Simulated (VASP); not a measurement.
# OsSe4 (P6/mmm) in VASP: single point with PBE

Aim: the single point of OsSe4 with PBE.

Everything below comes from runs of VASP 6.6.1. Logs are shortened: lines on timing, memory, paths and dates and some standing lists are left out, and cuts for length are marked.

**1. The cell of the first run**

It takes space group P6/mmm (No. 191, hexagonal). Conventional cell: a = 4.496 Å, b = 4.496 Å, c = 6.422 Å, α = 90.00°, β = 90.00°, γ = 120.00°. Os (site symmetry 6/mmm) has 12 Se at 2.96 Å within 3.9 Å. Within 3.4 Å of Se (site symmetry 3m) lie 4 Se at 2.60 to 2.85 Å and 3 Os at 2.96 Å.

**2. Single point, PBE**

Contents of INCAR:

```
  PREC = Accurate
  ENCUT = 520
  EDIFF = 1E-6
  ISMEAR = 0
  SIGMA = 0.1
  LREAL = F
  LASPH = T
  NELM = 80
  ALGO = Normal
  ISIF = 2
  LWAVE = F
  LCHARG = T
  GGA = PE
  LELF = T
  LVHAR = T
  NBANDS = 24
```

Contents of KPOINTS:

```
regular mesh
0
Gamma
  12 12 6
```

Contents of POSCAR:

```
OsSe4
1.0
    4.4963890579      0.0000000000      0.0000000000
   -2.2481945290      3.8939871495      0.0000000000
    0.0000000000      0.0000000000      6.4221521195
Os Se
1 4
Direct
    0.0000000000      0.0000000000      0.0000000000
    0.3333333333      0.6666666667      0.7780193710
    0.3333333333      0.6666666667      0.2219806290
    0.6666666667      0.3333333333      0.2219806290
    0.6666666667      0.3333333333      0.7780193710
```

Potentials or basis: VASP PAW PBE potentials, release 64 (Os, Se).

On the command line:

```sh
> cat potpaw_PBE.64/Os/POTCAR potpaw_PBE.64/Se/POTCAR > POTCAR
> mpirun -np 1 vasp_std > vasp.out
```

OUTCAR:

```text
PREC = Accurate
   ENCUT = 520
   EDIFF = 1E-6
   ISMEAR = 0
   LREAL = F
   LASPH = T
   NELM = 80
   ISIF = 2
   GGA = PE

 ion  position               nearest neighbor table
   1  0.000  0.000  0.000-   2 2.96   3 2.96   4 2.96   5 2.96   4 2.96   5 2.96   2 2.96   3 2.96
                             4 2.96   5 2.96   2 2.96   3 2.96
   2  0.333  0.667  0.778-   5 2.60   5 2.60   5 2.60   1 2.96   1 2.96   1 2.96
   3  0.333  0.667  0.222-   4 2.60   4 2.60   4 2.60   1 2.96   1 2.96   1 2.96
   4  0.667  0.333  0.222-   3 2.60   3 2.60   3 2.60   1 2.96   1 2.96   1 2.96
   5  0.667  0.333  0.778-   2 2.60   2 2.60   2 2.60   1 2.96   1 2.96   1 2.96

  LATTYP: Found a hexagonal cell.
 ALAT       =     4.4963890579
 C/A-ratio  =     1.4282910213

  Lattice vectors:

 A1 = (   4.4963890579,   0.0000000000,   0.0000000000)
 A2 = (  -2.2481945290,   3.8939871495,   0.0000000000)
 A3 = (   0.0000000000,   0.0000000000,   6.4221521195)

Analysis of symmetry for initial positions (statically):
=====================================================================
 Subroutine PRICEL returns:
 Original cell was already a primitive cell.

 Routine SETGRP: Setting up the symmetry group for a
 hexagonal supercell.

 Subroutine GETGRP returns: Found 24 space group operations
 (whereof 24 operations were pure point group operations)
 out of a pool of 24 trial point group operations.

The static configuration has the point symmetry D_6h.

Analysis of symmetry for dynamics (positions and initial velocities):
=====================================================================
 Subroutine PRICEL returns:
 Original cell was already a primitive cell.

 Routine SETGRP: Setting up the symmetry group for a
 hexagonal supercell.

 Subroutine GETGRP returns: Found 24 space group operations
 (whereof 24 operations were pure point group operations)
 out of a pool of 24 trial point group operations.

The dynamic configuration has the point symmetry D_6h.

 Subroutine INISYM returns: Found 24 space group operations
 (whereof 24 operations are pure point group operations),
 and found     1 'primitive' translations

----------------------------------------------------------------------------------------

                                     Primitive cell

  volume of cell :     112.4447

  direct lattice vectors                    reciprocal lattice vectors
     4.496389058  0.000000000  0.000000000     0.222400684  0.128403095  0.000000000
    -2.248194529  3.893987150  0.000000000     0.000000000  0.256806189  0.000000000
     0.000000000  0.000000000  6.422152119     0.000000000  0.000000000  0.155711042

  length of vectors
     4.496389058  4.496389058  6.422152119     0.256806189  0.256806189  0.155711042

  position of ions in fractional coordinates (direct lattice)
     0.000000000  0.000000000  0.000000000
     0.333333333  0.666666667  0.778019371
     0.333333333  0.666666667  0.221980629
     0.666666667  0.333333333  0.221980629
     0.666666667  0.333333333  0.778019371

  ion indices of the primitive-cell ions
   primitive index   ion index
                 1           1
                 2           2
                 3           3
                 4           4
                 5           5

----------------------------------------------------------------------------------------

 KPOINTS: regular mesh

Automatic generation of k-mesh.
 Grid dimensions read from file:
 generate k-points for:   12   12    6

 Generating k-lattice:

  Cartesian coordinates                     Fractional coordinates (reciprocal lattice)
     0.018533390  0.010700258  0.000000000     0.083333333  0.000000000  0.000000000
     0.000000000  0.021400516  0.000000000     0.000000000  0.083333333  0.000000000
     0.000000000  0.000000000  0.025951840     0.000000000  0.000000000  0.166666667

  Length of vectors
     0.021400516  0.021400516  0.025951840

  Shift w.r.t. Gamma in fractional coordinates (k-lattice)
     0.000000000  0.000000000  0.000000000

 Subroutine IBZKPT returns following result:
 ===========================================

 Found     76 irreducible k-points:

 Following reciprocal coordinates:
            Coordinates               Weight
  0.000000  0.000000  0.000000      1.000000
  0.083333 -0.000000  0.000000      6.000000
  0.166667  0.000000  0.000000      6.000000
  0.250000  0.000000  0.000000      6.000000
  0.333333  0.000000  0.000000      6.000000
  0.416667  0.000000  0.000000      6.000000
[... 16 lines left out ...]
  0.250000  0.000000  0.166667     12.000000
  0.333333  0.000000  0.166667     12.000000
 [... further k-points ...]
   k-points           NKPTS =     76   k-points in BZ     NKDIM =     76   number of bands    NBANDS=     24
   number of dos      NEDOS =    301   number of ions     NIONS =      5
   total plane-waves  NPLWV =  62208
   dimension x,y,z NGX =    36 NGY =   36 NGZ =   48
   dimension x,y,z NGXF=    72 NGYF=   72 NGZF=   96
   ions per type =               1   4
   NGX,Y,Z   is equivalent  to a cutoff of  13.31, 13.31, 12.43 a.u.
   NGXF,Y,Z  is equivalent  to a cutoff of  26.62, 26.62, 24.85 a.u.
 SYSTEM =  unknown system
   PREC   = accura    normal or accurate (medium, high low for compatibility)
   ISTART =      0    job   : 0-new  1-cont  2-samecut
   ICHARG =      2    charge: 1-file 2-atom 10-const
   ISPIN  =      1    spin polarized calculation?
   LNONCOLLINEAR =      F non collinear calculations
   LSORBIT =      F    spin-orbit coupling
   LASPH  =      T    aspherical Exc in radial PAW
   ENCUT  =  520.0 eV  38.22 Ry    6.18 a.u.   8.36  8.36 11.94*2*pi/ulx,y,z
   NELM   =     80;   NELMIN=  2; NELMDL= -5     # of ELM steps
   EDIFF  = 0.1E-05   stopping-criterion for ELM
   LREAL  =      F    real-space projection
[... 7 lines left out ...]
   TEBEG  =    0.0;   TEEND  =   0.0 temperature during run
   PSTRESS=    0.0 pullay stress
   NELECT =      32.0000    total number of electrons
   NUPDOWN=      -1.0000    fix difference up-down
   EMIN   =  10.00;   EMAX   =-10.00  energy-range for DOS
   EFERMI =   0.00;   METHOD = LEGACY
   ISMEAR =     0;   SIGMA  =   0.10  broadening in eV -4-tet -1-fermi 0-gaus
   EFERMI_NEDOS =   21; number of points for ismear=-14 and -15
   IALGO  =     38    algorithm
   IMIX   =      4    mixing-type and parameters
     AMIX     =   0.40;   BMIX     =  1.00
     AMIX_MAG =   1.60;   BMIX_MAG =  1.00
  volume/ion in A,a.u.               =      22.49       151.76
  Fermi-wavevector in a.u.,A,eV,Ry     =   1.076825  2.034904 15.776666  1.159552
  Thomas-Fermi vector in A             =   2.212720
   LORBIT       =      0    0 simple, 1 ext, 2 COOP (PROOUT), +10 PAW based schemes
   GGA     = PE    functional components
   LHFCALC =     F    Hartree Fock is set to
   AEXX    =    0.0000 exact exchange contribution
   IVDW    =     0    specifies the selected vdW correction
   LEPSILON=     F    determine dielectric tensor
   LRPA    =     F    only Hartree local field effects (RPA)
 non-spin polarized calculation
 Gauss-broadening in eV      SIGMA  =   0.10
  energy-cutoff  :      520.00
  volume of cell :      112.44
 maximum number of plane-waves:      3101
 NGX is ok and might be reduce to    36
   NGX = 17   NGY = 17   NGZ = 23

 number of electron      32.0000001 magnetization

 Free energy of the ion-electron system (eV)
  ---------------------------------------------------
  ext. energy  EPLUGINS =         0.00000000
  ---------------------------------------------------
  free energy    TOTEN  =       -20.18609069 eV

  energy without entropy =      -20.16286778  energy(sigma->0) =      -20.17447924

 E-fermi :   4.7928     XC(G=0):  -9.9544

 val. band max:        4.7875594902   @ k =   0.2500   0.2500   0.1667
 cond. band min:       4.7952171414   @ k =   0.2500   0.1667   0.1667
 fundamental gap:      0.0076576512
 Fermi energy:         4.7927819319

 k-point     1 :       0.0000    0.0000    0.0000
  band No.  band energies     occupation
      1     -11.8888      2.00000
      2     -10.4939      2.00000
      3      -6.6686      2.00000
      4      -5.3719      2.00000
      5      -2.3624      2.00000
      6      -1.6689      2.00000
[... 16 lines left out ...]
     23      10.3809      0.00000
     24      10.5800      0.00000

 k-point     2 :       0.0833   -0.0000    0.0000
  band No.  band energies     occupation
      1     -11.8356      2.00000
      2     -10.4492      2.00000
      3      -6.8514      2.00000
      4      -5.5428      2.00000
      5      -2.3040      2.00000
      6      -1.6867      2.00000
[... 16 lines left out ...]
     23      10.4397      0.00000
     24      10.7764      0.00000

 k-point     3 :       0.1667    0.0000    0.0000
  band No.  band energies     occupation
      1     -11.6785      2.00000
      2     -10.3166      2.00000
      3      -7.3117      2.00000
      4      -5.9870      2.00000
      5      -2.1341      2.00000
      6      -1.7347      2.00000
[... 16 lines left out ...]
     23       9.9301      0.00000
     24      10.5568      0.00000

 k-point     4 :       0.2500    0.0000    0.0000
  band No.  band energies     occupation
      1     -11.4264      2.00000
      2     -10.1028      2.00000
      3      -7.8987      2.00000
      4      -6.5686      2.00000
      5      -1.8622      2.00000
      6      -1.7992      2.00000
[... 16 lines left out ...]
     23       9.5803      0.00000
     24       9.9056      0.00000

 k-point     5 :       0.3333    0.0000    0.0000
  band No.  band energies     occupation
      1     -11.0995      2.00000
      2      -9.8256      2.00000
      3      -8.5021      2.00000
      4      -7.1660      2.00000
      5      -1.8625      2.00000
      6      -1.5065      2.00000
[... 451 lines left out ...]
 k-point    22 :       0.1667    0.0000    0.1667
  band No.  band energies     occupation
      1     -11.6482      2.00000
      2     -10.3703      2.00000
      3      -7.2823      2.00000
      4      -6.0391      2.00000
      5      -1.9400      2.00000
      6      -1.7108      2.00000
[... 16 lines left out ...]
     23      10.3256      0.00000
     24      10.7809      0.00000

 k-point    23 :       0.2500    0.0000    0.1667
  band No.  band energies     occupation
      1     -11.3960      2.00000
      2     -10.1558      2.00000
      3      -7.8694      2.00000
      4      -6.6206      2.00000
      5      -1.7735      2.00000
      6      -1.6721      2.00000
[... 16 lines left out ...]
     23      10.0621      0.00000
     24      10.1381      0.00000

 k-point    24 :       0.3333    0.0000    0.1667
  band No.  band energies     occupation
      1     -11.0690      2.00000
      2      -9.8777      2.00000
      3      -8.4728      2.00000
      4      -7.2181      2.00000
      5      -1.8355      2.00000
      6      -1.3244      2.00000
[... 16 lines left out ...]
     23       9.6149      0.00000
     24      10.2408      0.00000

 [... further k-points ...]
[... 5 lines left out ...]
  --------------------------------------------------------------------------------------
  -------------------------------------------------------------------------------------
  Total        0.0449455      0.0449455      0.0291278     -0.0000000      0.0000000      0.0000000
  in kB        0.6404093      0.6404093      0.4150303     -0.0000000      0.0000000      0.0000000
  external PRESSURE =       0.5652829 kB  Pullay stress =       0.0000000 kB

 VOLUME and BASIS-vectors are now :
 -----------------------------------------------------------------------------
  energy-cutoff  :      520.00
  volume of cell :      112.44
      direct lattice vectors                 reciprocal lattice vectors
     4.496389058  0.000000000  0.000000000     0.222400684  0.128403095  0.000000000
    -2.248194529  3.893987150  0.000000000     0.000000000  0.256806189  0.000000000
     0.000000000  0.000000000  6.422152119     0.000000000  0.000000000  0.155711042

 POSITION                                       TOTAL-FORCE (eV/Angst)
 -----------------------------------------------------------------------------------
      0.00000      0.00000      0.00000         0.000000      0.000000      0.000000
     -0.00000      2.59599      4.99656         0.000000      0.000000     -0.007336
     -0.00000      2.59599      1.42559         0.000000     -0.000000      0.007336
      2.24819      1.29800      1.42559        -0.000000     -0.000000      0.007336
      2.24819      1.29800      4.99656        -0.000000      0.000000     -0.007336
 -----------------------------------------------------------------------------------
    total drift:                               -0.000000     -0.000000      0.000000

  FREE ENERGIE OF THE ION-ELECTRON SYSTEM (eV)
  ---------------------------------------------------
  free  energy   TOTEN  =       -20.1860906913 eV

  energy  without entropy=      -20.1628677842  energy(sigma->0) =      -20.17447924
```

Wall time 89 s (1 thread of AMD EPYC 9R45 (Zen 5), shared host); peak memory 0.33 GiB.

Results:

```
Free energy            : -20.1861 eV
Pressure               : 0.1 GPa
Largest force          : 0.007 eV/Å
Band gap on the k mesh : zero (bands 16 and 17 overlap by 1.02 eV)
```

Forces on the atoms (eV/Å):
```
Os   0.000  0.000  0.000
Se   0.000  0.000 -0.007
Se   0.000  0.000  0.007
Se   0.000  0.000  0.007
Se   0.000  0.000 -0.007
```

Caveat: spin-orbit coupling is left out, which moves the levels of the heavy elements; this functional lacks dispersion, which binds layers or chains, so the pressure and a relaxed spacing across them are unreliable.
